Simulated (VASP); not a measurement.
# Li in VASP: single point with PBE

Aim: the single point of Li with PBE.

Everything below comes from runs of VASP 6.6.1. Logs are shortened: lines on timing, memory, paths and dates and some standing lists are left out, and cuts for length are marked.

### 1 The cell of the first run

The cell holds a slab with vacuum, 24 atoms: a = 20.590 Å, b = 3.432 Å, c = 18.863 Å, α = 90.00°, β = 90.00°, γ = 90.00°.

### 2 Single point, PBE

Contents of INCAR:

```
ALGO = Normal ; DIPOL = 0.5 0.5 0.216
EDIFF = 1E-6 ; ENCUT = 520
GGA = PE ; IDIPOL = 3
ISIF = 2 ; ISMEAR = 0
LASPH = T ; LCHARG = F
LDIPOL = T ; LREAL = Auto
LWAVE = F ; NBANDS = 54
NELM = 100 ; PREC = Accurate
SIGMA = 0.1
```

Contents of KPOINTS:

```
k-points
0
Gamma
  2 10 1
```

Contents of POSCAR:

```
Li
1.0
   20.5896912139      0.0000000000      0.0000000000
    0.0000000000      3.4316152023      0.0000000000
    0.0000000000      0.0000000000     18.8632304046
Li
24
Direct
    0.0000000000      0.0000000000      0.0795197836
    0.0833333333      0.5000000000      0.1704802164
    0.1666666667      0.0000000000      0.0795197836
    0.2500000000      0.5000000000      0.1704802164
    0.3333333333      0.0000000000      0.0795197836
    0.4166666667      0.5000000000      0.1704802164
    0.5000000000      0.0000000000      0.0795197836
    0.5833333333      0.5000000000      0.1704802164
    0.6666666667      0.0000000000      0.0795197836
    0.7500000000      0.5000000000      0.1704802164
    0.8333333333      0.0000000000      0.0795197836
    0.9166666667      0.5000000000      0.1704802164
    0.0000000000      0.0000000000      0.2591914148
    0.0833333333      0.5000000000      0.3551513315
    0.1666666667      0.0000000000      0.2591914148
    0.2500000000      0.5000000000      0.3551513315
    0.3333333333      0.0000000000      0.2591914148
    0.4166666667      0.5000000000      0.3551513315
    0.5000000000      0.0000000000      0.2591914148
    0.5833333333      0.5000000000      0.3551513315
    0.6666666667      0.0000000000      0.2591914148
    0.7500000000      0.5000000000      0.3551513315
    0.8333333333      0.0000000000      0.2591914148
    0.9166666667      0.5000000000      0.3551513315
```

Potentials or basis: VASP PAW PBE potentials, release 64 (Li_sv).

The run is started by

```
$ cat potpaw_PBE.64/Li_sv/POTCAR > POTCAR
$ mpirun -np 1 vasp_std > vasp.out
```

OUTCAR:

```text
EDIFF = 1E-6
   ENCUT = 520
   GGA = PE
   ISIF = 2
   ISMEAR = 0
   LASPH = T
   LREAL = Auto
   NELM = 100
   PREC = Accurate

 ion  position               nearest neighbor table
   1  0.000  0.000  0.080-
   2  0.083  0.500  0.170-
   3  0.167  0.000  0.080-
   4  0.250  0.500  0.170-
   5  0.333  0.000  0.080-
   6  0.417  0.500  0.170-
[... 16 lines left out ...]
  23  0.833  0.000  0.259-
  24  0.917  0.500  0.355-

  LATTYP: Found a simple orthorhombic cell.
 ALAT       =     3.4316152023
 B/A-ratio  =     5.4968955703
 C/A-ratio  =     6.0000000000

  Lattice vectors:

 A1 = (   0.0000000000,   3.4316152023,   0.0000000000)
 A2 = (   0.0000000000,   0.0000000000,  18.8632304046)
 A3 = (  20.5896912139,   0.0000000000,   0.0000000000)

Analysis of symmetry for initial positions (statically):
=====================================================================
 Subroutine PRICEL returns following result:

  LATTYP: Found a simple tetragonal cell.
 ALAT       =     3.4316152030
 C/A-ratio  =     5.4968955692

  Lattice vectors:

 A1 = (   3.4316152030,   0.0000000000,   0.0000000000)
 A2 = (   0.0000000000,   3.4316152023,   0.0000000000)
 A3 = (   0.0000000000,   0.0000000000,  18.8632304046)

   6 primitive cells build up your supercell.

 Routine SETGRP: Setting up the symmetry group for a
 simple orthorhombic supercell.

 Subroutine GETGRP returns: Found  4 space group operations
 (whereof  4 operations were pure point group operations)
 out of a pool of  8 trial point group operations.

The static configuration has the point symmetry C_2v.

Analysis of symmetry for dynamics (positions and initial velocities):
=====================================================================
 Subroutine PRICEL returns following result:

  LATTYP: Found a simple tetragonal cell.
 ALAT       =     3.4316152030
 C/A-ratio  =     5.4968955692

  Lattice vectors:

 A1 = (   3.4316152030,   0.0000000000,   0.0000000000)
 A2 = (   0.0000000000,   3.4316152023,   0.0000000000)
 A3 = (   0.0000000000,   0.0000000000,  18.8632304046)

   6 primitive cells build up your supercell.

 Routine SETGRP: Setting up the symmetry group for a
 simple orthorhombic supercell.

 Subroutine GETGRP returns: Found  4 space group operations
 (whereof  4 operations were pure point group operations)
 out of a pool of  8 trial point group operations.

The dynamic configuration has the point symmetry C_2v.

 Subroutine INISYM returns: Found  4 space group operations
 (whereof  4 operations are pure point group operations),
 and found     6 'primitive' translations

----------------------------------------------------------------------------------------

                                     Primitive cell

  volume of cell :     222.1331

  direct lattice vectors                    reciprocal lattice vectors
     3.431615203  0.000000000  0.000000000     0.291407964  0.000000000  0.000000000
     0.000000000  3.431615202  0.000000000     0.000000000  0.291407964  0.000000000
     0.000000000  0.000000000 18.863230405     0.000000000  0.000000000  0.053013189

  length of vectors
     3.431615203  3.431615202 18.863230405     0.291407964  0.291407964  0.053013189

  position of ions in fractional coordinates (direct lattice)
     0.000000000  0.000000000  0.079519784
     0.500000000  0.500000000  0.170480216
     0.000000000  0.000000000  0.259191415
     0.500000000  0.500000000  0.355151331

  ion indices of the primitive-cell ions
   primitive index   ion index
                 1           1
                 2           2
                 3          13
                 4          14

----------------------------------------------------------------------------------------

 KPOINTS: k-points

Automatic generation of k-mesh.
 Grid dimensions read from file:
 generate k-points for:    2   10    1

 Generating k-lattice:

  Cartesian coordinates                     Fractional coordinates (reciprocal lattice)
     0.024283997  0.000000000  0.000000000     0.500000000  0.000000000  0.000000000
     0.000000000  0.029140796  0.000000000     0.000000000  0.100000000  0.000000000
     0.000000000  0.000000000  0.053013189     0.000000000  0.000000000  1.000000000

  Length of vectors
     0.024283997  0.029140796  0.053013189

  Shift w.r.t. Gamma in fractional coordinates (k-lattice)
     0.000000000  0.000000000  0.000000000

 Subroutine IBZKPT returns following result:
 ===========================================

 Found     12 irreducible k-points:

 Following reciprocal coordinates:
            Coordinates               Weight
  0.000000  0.000000  0.000000      1.000000
  0.500000  0.000000  0.000000      1.000000
  0.000000  0.100000  0.000000      2.000000
  0.500000  0.100000  0.000000      2.000000
  0.000000  0.200000  0.000000      2.000000
  0.500000  0.200000  0.000000      2.000000
  0.000000  0.300000  0.000000      2.000000
  0.500000  0.300000  0.000000      2.000000
  0.000000  0.400000  0.000000      2.000000
  0.500000  0.400000  0.000000      2.000000
  0.000000  0.500000  0.000000      1.000000
  0.500000  0.500000  0.000000      1.000000
   k-points           NKPTS =     12   k-points in BZ     NKDIM =     12   number of bands    NBANDS=     54
   number of dos      NEDOS =    301   number of ions     NIONS =     24
   total plane-waves  NPLWV = 627200
   dimension x,y,z NGX =   160 NGY =   28 NGZ =  140
   dimension x,y,z NGXF=   320 NGYF=   56 NGZF=  280
   ions per type =              24
   NGX,Y,Z   is equivalent  to a cutoff of  12.92, 13.56, 12.34 a.u.
   NGXF,Y,Z  is equivalent  to a cutoff of  25.84, 27.13, 24.68 a.u.
 SYSTEM =  unknown system
   PREC   = accura    normal or accurate (medium, high low for compatibility)
   ISTART =      0    job   : 0-new  1-cont  2-samecut
   ICHARG =      2    charge: 1-file 2-atom 10-const
   ISPIN  =      1    spin polarized calculation?
   LNONCOLLINEAR =      F non collinear calculations
   LSORBIT =      F    spin-orbit coupling
   LASPH  =      T    aspherical Exc in radial PAW
   ENCUT  =  520.0 eV  38.22 Ry    6.18 a.u.  38.28  6.38 35.07*2*pi/ulx,y,z
   NELM   =    100;   NELMIN=  2; NELMDL= -5     # of ELM steps
   EDIFF  = 0.1E-05   stopping-criterion for ELM
   LREAL  =      T    real-space projection
   EDIFFG = 0.1E-04   stopping-criterion for IOM
   NSW    =      0    number of steps for IOM
   IBRION =     -1    ionic relax: 0-MD 1-quasi-New 2-CG
   NFREE  =      0    steps in history (QN), initial steepest desc. (CG)
   ISIF   =      2    stress and relaxation
   ISYM   =      2    0-nonsym 1-usesym 2-fastsym
   POTIM  = 0.5000    time-step for ionic-motion
   TEBEG  =    0.0;   TEEND  =   0.0 temperature during run
   PSTRESS=    0.0 pullay stress
   NELECT =      72.0000    total number of electrons
   NUPDOWN=      -1.0000    fix difference up-down
   EMIN   =  10.00;   EMAX   =-10.00  energy-range for DOS
   EFERMI =   0.00;   METHOD = LEGACY
   ISMEAR =     0;   SIGMA  =   0.10  broadening in eV -4-tet -1-fermi 0-gaus
   EFERMI_NEDOS =   21; number of points for ismear=-14 and -15
   IALGO  =     38    algorithm
   IMIX   =      4    mixing-type and parameters
     AMIX     =   0.40;   BMIX     =  1.00
     AMIX_MAG =   1.60;   BMIX_MAG =  1.00
  volume/ion in A,a.u.               =      55.53       374.76
  Fermi-wavevector in a.u.,A,eV,Ry     =   0.618867  1.169490  5.210986  0.382997
  Thomas-Fermi vector in A             =   1.677462
   LORBIT       =      0    0 simple, 1 ext, 2 COOP (PROOUT), +10 PAW based schemes
   GGA     = PE    functional components
   LHFCALC =     F    Hartree Fock is set to
   AEXX    =    0.0000 exact exchange contribution
   IVDW    =     0    specifies the selected vdW correction
   LEPSILON=     F    determine dielectric tensor
   LRPA    =     F    only Hartree local field effects (RPA)
 non-spin polarized calculation
 Gauss-broadening in eV      SIGMA  =   0.10
  energy-cutoff  :      520.00
  volume of cell :     1332.80
 maximum number of plane-waves:     36003
 NGX is ok and might be reduce to   160
   NGX = 77   NGY = 13   NGZ = 71

 dipolmoment           0.000000      0.000000      0.094254 electrons x Angstroem

 number of electron      71.9999989 magnetization

 dipolmoment           0.000000      0.000000     -0.005666 electrons x Angstroem

 Free energy of the ion-electron system (eV)
  ---------------------------------------------------
  ext. energy  EPLUGINS =         0.00000000
  ---------------------------------------------------
  free energy    TOTEN  =       -41.61704892 eV

  energy without entropy =      -41.54829391  energy(sigma->0) =      -41.58267142

 E-fermi :  -1.5799     XC(G=0):  -3.5549

 val. band max:       -1.6145830658   @ k =   0.5000   0.4000   0.0000
 cond. band min:      -1.5680652671   @ k =   0.5000   0.0000   0.0000
 fundamental gap:      0.0465177988
 Fermi energy:        -1.5798607773

 k-point     1 :       0.0000    0.0000    0.0000
  band No.  band energies     occupation
      1     -48.8995      2.00000
      2     -48.8992      2.00000
      3     -48.8992      2.00000
      4     -48.8984      2.00000
      5     -48.8984      2.00000
      6     -48.8980      2.00000
[... 40 lines left out ...]
     47      -0.5801      0.00000
     48      -0.5801      0.00000

 k-point     2 :       0.5000    0.0000    0.0000
  band No.  band energies     occupation
      1     -48.8994      2.00000
      2     -48.8994      2.00000
      3     -48.8988      2.00000
      4     -48.8988      2.00000
      5     -48.8981      2.00000
      6     -48.8981      2.00000
[... 502 lines left out ...]
 k-point    12 :       0.5000    0.5000    0.0000
  band No.  band energies     occupation
      1     -48.8979      2.00000
      2     -48.8979      2.00000
      3     -48.8973      2.00000
      4     -48.8973      2.00000
      5     -48.8967      2.00000
      6     -48.8967      2.00000
[... 40 lines left out ...]
     47       0.1948      0.00000
     48       0.1948      0.00000
 [bands above 48 left out]

------------------------ aborting loop because EDIFF is reached ----------------------------------------

 vacuum level on the upper side and lower side of the slab       (xc-potential included)        -0.339        -0.238

  FORCE on cell =-STRESS in cart. coord.  units (eV):
  Direction    XX          YY          ZZ          XY          YZ          ZX
  --------------------------------------------------------------------------------------
  -------------------------------------------------------------------------------------
  Total       -3.9862232     -4.9616856      0.6390212      0.0000000      0.0000000      0.0000000
  in kB       -4.7918995     -5.9645177      0.7681772      0.0000000      0.0000000      0.0000000
  external PRESSURE =      -3.3294134 kB  Pullay stress =       0.0000000 kB

 VOLUME and BASIS-vectors are now :
 -----------------------------------------------------------------------------
  energy-cutoff  :      520.00
  volume of cell :     1332.80
      direct lattice vectors                 reciprocal lattice vectors
    20.589691214  0.000000000  0.000000000     0.048567994  0.000000000  0.000000000
     0.000000000  3.431615202  0.000000000     0.000000000  0.291407964  0.000000000
     0.000000000  0.000000000 18.863230405     0.000000000  0.000000000  0.053013189

 POSITION                                       TOTAL-FORCE (eV/Angst)
 -----------------------------------------------------------------------------------
      0.00000      0.00000      1.50000         0.000000     -0.000000     -0.072969
      1.71581      1.71581      3.21581         0.000000     -0.000000      0.057640
      3.43162      0.00000      1.50000         0.000000     -0.000000     -0.072969
      5.14742      1.71581      3.21581         0.000000     -0.000000      0.057640
      6.86323      0.00000      1.50000         0.000000     -0.000000     -0.072969
      8.57904      1.71581      3.21581         0.000000      0.000000      0.057640
[... 16 lines left out ...]
     17.15808      0.00000      4.88919         0.000000     -0.000000      0.006664
     18.87388      1.71581      6.69930         0.000000      0.000000      0.008666
 -----------------------------------------------------------------------------------
    total drift:                                0.000000      0.000000      0.002928

  FREE ENERGIE OF THE ION-ELECTRON SYSTEM (eV)
  ---------------------------------------------------
  free  energy   TOTEN  =       -41.6170489189 eV

  energy  without entropy=      -41.5482939138  energy(sigma->0) =      -41.58267142

 vacuum level on the upper side and lower side of the slab         1.198         1.261
```

Wall time 46 min (1 thread of Intel Xeon Platinum 8259CL at 2.50GHz (Skylake/Cascade Lake), shared host); peak memory 1.4 GiB.

What came out:

```yaml
Free_energy: -41.6170 eV
Largest_force: 0.073 eV/Å
Band_gap_on_the_k_mesh: zero (band 36 reaches -1.14 eV, above the bottom of band 37 at -2.24 eV)
```

Forces in eV/Å, atoms in the order of the input:
```
Li   0.000  0.000 -0.073
Li   0.000  0.000  0.058
Li   0.000  0.000 -0.073
Li   0.000  0.000  0.058
Li   0.000  0.000 -0.073
Li   0.000  0.000  0.058
Li   0.000  0.000 -0.073
Li   0.000  0.000  0.058
Li   0.000  0.000 -0.073
Li   0.000  0.000  0.058
Li   0.000  0.000 -0.073
Li   0.000  0.000  0.058
Li   0.000  0.000  0.007
Li   0.000  0.000  0.009
Li   0.000  0.000  0.007
Li   0.000  0.000  0.009
Li   0.000  0.000  0.007
Li   0.000  0.000  0.009
Li   0.000  0.000  0.007
Li   0.000  0.000  0.009
Li   0.000  0.000  0.007
Li   0.000  0.000  0.009
Li   0.000  0.000  0.007
Li   0.000  0.000  0.009
```

Caveat: the cutoff is under 1.25 times the usual one of these potentials, so pressure, stress and relaxed cells hold a basis-set (Pulay) error.
